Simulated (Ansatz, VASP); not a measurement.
## MgO in VASP and in Ansatz

The input INCAR:

```
ALGO = Normal
EDIFF = 1E-7
ENCUT = 520
GGA = RE
ISIF = 2
ISMEAR = -1
LASPH = True
LCHARG = False
LREAL = False
LWAVE = False
NBANDS = 11
NELM = 80
PREC = Accurate
SIGMA = 0.05
```

File KPOINTS:

```
k-points
0
Gamma
  11 11 11
```

POSCAR

```
MgO
1.0
    0.0000000000      2.0970013927      2.0970013927
    2.0970013927      0.0000000000      2.0970013927
    2.0970013927      2.0970013927      0.0000000000
Mg O
1 1
Direct
    0.0000000000      0.0000000000      0.0000000000
    0.5000000000      0.5000000000      0.5000000000
```

The input input.yaml:

```yaml
crystal:
  lattice:
    - [0.0, 2.0970013927, 2.0970013927]
    - [2.0970013927, 0.0, 2.0970013927]
    - [2.0970013927, 2.0970013927, 0.0]
  atoms:
    - { symbol: Mg, position: [0.0, 0.0, 0.0] }
    - { symbol: O, position: [0.5, 0.5, 0.5] }
kpoints:
  mp_grid: { grid: [11, 11, 11] }
  band_path:
    path:
      - [0.0, 0.0, 0.0]
      - [0.5, 0.0, 0.5]
      - [0.5, 0.25, 0.75]
      - [0.375, 0.375, 0.75]
      - [0.0, 0.0, 0.0]
      - [0.5, 0.5, 0.5]
      - [0.625, 0.25, 0.625]
      - [0.5, 0.25, 0.75]
    npoints: 8
scf:
  occupations: { method: fermi_dirac, width: 0.05 }
hamiltonian:
  xc: revpbe
  pseudopotentials: { kind: all_electron, lapw: { basis_error: 0.001 } }
output:
  forces: true
  stress: true
  eigenvalues: true
```

Alike in both runs: functional revPBE; k mesh 11 × 11 × 11; occupations fermi-dirac, width 0.05 eV; no spin polarisation.

```csv
,VASP,Ansatz
version,VASP 6.6.1,Ansatz 0.2.0
potentials or method,"VASP PAW PBE potentials, release 64 (Mg, O), cutoff 520 eV","all-electron LAPW, scalar-relativistic"
task,single point,band structure
```

```csv
,VASP,Ansatz,Ansatz less VASP
gap on the k mesh at the Fermi level (eV),4.93,4.95,+0.017
least direct gap on the mesh (eV),4.93,4.95,+0.017
pressure (GPa),9.9,10.8,+0.88
```

VASP's potentials were made for PBE, not for revPBE. Ansatz ran all-electron here, and VASP with PAW potentials.
